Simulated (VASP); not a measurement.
Input of a VASP 6.6.1 run:

INCAR

```
SYSTEM = DyRhN2
  PREC = Accurate
  ENCUT = 600
  EDIFF = 1E-6
  ISMEAR = 0
  SIGMA = 0.2
  LREAL = .FALSE.
  LASPH = .TRUE.
  NELM = 200
  ALGO = Normal
  ISIF = 2
  LWAVE = .FALSE.
  LCHARG = .FALSE.
  GGA = PE
  NBANDS = 44
  GGA_COMPAT = .FALSE.
  LMAXMIX = 6
```

File KPOINTS:

```
Automatic mesh
0
G
  8 8 2
  0 0 0
```

POSCAR

```
DyRhN2
1.0
    2.8711207333      0.0000000000      0.0000000000
    0.0000000000      2.8711207333      0.0000000000
    0.0000000000      0.0000000000     11.1636825599
Dy Rh N
2 2 4
Direct
    0.0000000000      0.0000000000      0.2500000000
    0.0000000000      0.0000000000      0.7500000000
    1.0000000000      0.0000000000      0.0000000000
    1.0000000000      0.0000000000      0.5000000000
    0.5000000000      0.5000000000      0.1157852190
    0.5000000000      0.5000000000      0.6157852190
    0.5000000000      0.5000000000      0.3842147810
    0.5000000000      0.5000000000      0.8842147810
```

Potentials or basis: VASP PAW PBE potentials, release 64 (Dy_3, Rh_pv, N), 4f in core.

Launch:

```sh
$ cat potpaw_PBE.64/Dy_3/POTCAR potpaw_PBE.64/Rh_pv/POTCAR potpaw_PBE.64/N/POTCAR > POTCAR
$ mpirun -np 1 vasp_std > vasp.out
```

Problem. Predict the largest force.

Solution. 0.010 eV/Å.

Problem. Predict the band gap on the k mesh.

Solution. Zero (bands 34 and 35 overlap by 1.46 eV).

Problem. Estimate the pressure.

Solution. 0.5 GPa.

Forces in eV/Å, atoms in the order of the input:
```
Dy   0.000  0.000  0.000
Dy   0.000  0.000  0.000
Rh   0.000  0.000  0.000
Rh   0.000  0.000  0.000
N    0.000  0.000  0.010
N    0.000  0.000  0.010
N    0.000  0.000 -0.010
N    0.000  0.000 -0.010
```

Caveat: spin-orbit coupling is left out, which moves the levels of the heavy elements; the 4f electrons are frozen in the core, so they carry no moment and show no levels; the run has no spin polarisation, though such a crystal can be magnetic. Spin polarisation is off, so any magnetic state and its effect on volume and gap are missing.
